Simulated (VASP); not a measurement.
NaCl, 2 atoms in the cell. The structure is cubic, space group F-43m (No. 216). Conventional cell: a = 6.251 Å, b = 6.251 Å, c = 6.251 Å, α = 90.00°, β = 90.00°, γ = 90.00°. Na (site symmetry -43m) has 4 Cl at 2.71 Å within 3.6 Å. Within 3.6 Å of Cl (site symmetry -43m) lie 4 Na at 2.71 Å. 

- Program: VASP 6.6.1
- Task: single point
- Functional: r2SCAN
- Potentials or basis: VASP PAW PBE potentials, release 64 (Na_pv, Cl)
- Cutoff: 520 eV
- k mesh: 6 × 6 × 6
- Occupations: gaussian, width 0.02 eV
- Spin: no spin polarisation
- Dipole correction: no
- Further INCAR settings: ALGO = Normal; EDIFF = 1e-07; NBANDS = 14

Potentials or basis: VASP PAW PBE potentials, release 64 (Na_pv, Cl).

Command:

```bash
$ cat potpaw_PBE.64/Na_pv/POTCAR potpaw_PBE.64/Cl/POTCAR > POTCAR
$ cp INCAR.step1 INCAR
$ mpirun -np 1 vasp_std > vasp.out
$ cp INCAR.step2 INCAR
$ mpirun -np 1 vasp_std > vasp.out
```

Hardware: 1 thread of Intel(R) Xeon(R) Platinum 8488C (Sapphire Rapids), on a shared host.

Problem. Estimate the wall time of this run.

Solution. Run time: 65 s on 1 thread of Intel(R) Xeon(R) Platinum 8488C (Sapphire Rapids) (shared host), peak memory 0.2 GiB. Counts: k points 16.
